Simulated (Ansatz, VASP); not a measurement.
## CsRe2 in VASP and in Ansatz

File INCAR:

```
SYSTEM = CsRe2
ALGO = Normal
EDIFF = 1E-7
EDIFFG = -0.04
ENCUT = 560
GGA = PE
GGA_COMPAT = .False.
IBRION = 2
ISIF = 3
ISMEAR = 0
LASPH = .True.
LCHARG = .False.
LREAL = .False.
LWAVE = .False.
NELM = 120
NELMIN = 4
NSW = 90
PREC = Accurate
SIGMA = 0.1
```

File KPOINTS:

```
k-points
0
Gamma
  6 6 6
  0 0 0
```

File POSCAR:

```
CsRe2
1.0
    0.0000000000      3.1198178290      3.1198178290
    3.1198178290      0.0000000000      3.1198178290
    3.1198178290      3.1198178290      0.0000000000
Cs Re
1 2
Direct
    0.0000000000      0.0000000000      0.0000000000
    0.2500000000      0.2500000000      0.2500000000
    0.7500000000      0.7500000000      0.7500000000
```

Input for Ansatz:

```yaml
crystal:
  lattice:
    - [0.0, 3.119817829, 3.119817829]
    - [3.119817829, 0.0, 3.119817829]
    - [3.119817829, 3.119817829, 0.0]
  atoms:
    - { symbol: Cs, position: [0.0, 0.0, 0.0] }
    - { symbol: Re, position: [0.25, 0.25, 0.25] }
    - { symbol: Re, position: [0.75, 0.75, 0.75] }
basis:
  ecutwfc: 420
kpoints:
  mp_grid: { grid: [6, 6, 6] }
hamiltonian:
  xc: pbe
scf:
  occupations: { method: gaussian, width: 0.1 }
  lower_state_search: "off"
output:
  forces: true
  stress: true
  eigenvalues: true
relax:
  adjacent_minimum: "off"
  f_tol: 0.04
  max_steps: 70
  cell: { stress_tol: 0.4 }
```

Alike in both runs: task relaxation of cell and atoms; functional PBE; k mesh 6 × 6 × 6; occupations gaussian, width 0.1 eV; no spin polarisation.

|  | VASP | Ansatz |
| --- | --- | --- |
| version | VASP 6.6.1 | Ansatz 0.2.0 |
| potentials or method | VASP PAW PBE potentials, release 64 (Cs_sv, Re_sv_GW), cutoff 560 eV | scalar-relativistic, plane waves, PAW |
| valence electrons in the cell | 39 | 39 |

VASP gave:

- gap on the k mesh at the Fermi level, each at its own relaxed structure (eV): none
- relaxed volume (Å³/atom): 20.87
- relaxed length of the cell vector where the two differ most in proportion (Å): 4.457

Question: What did Ansatz give for the same quantities?

Answer: gap on the k mesh at the Fermi level, each at its own relaxed structure (eV): none; relaxed volume (Å³/atom): 20.16; relaxed length of the cell vector where the two differ most in proportion (Å): 4.406.

A gap of «none» marks a metal or a gap that the smearing closes.

Spin-orbit coupling is off throughout.
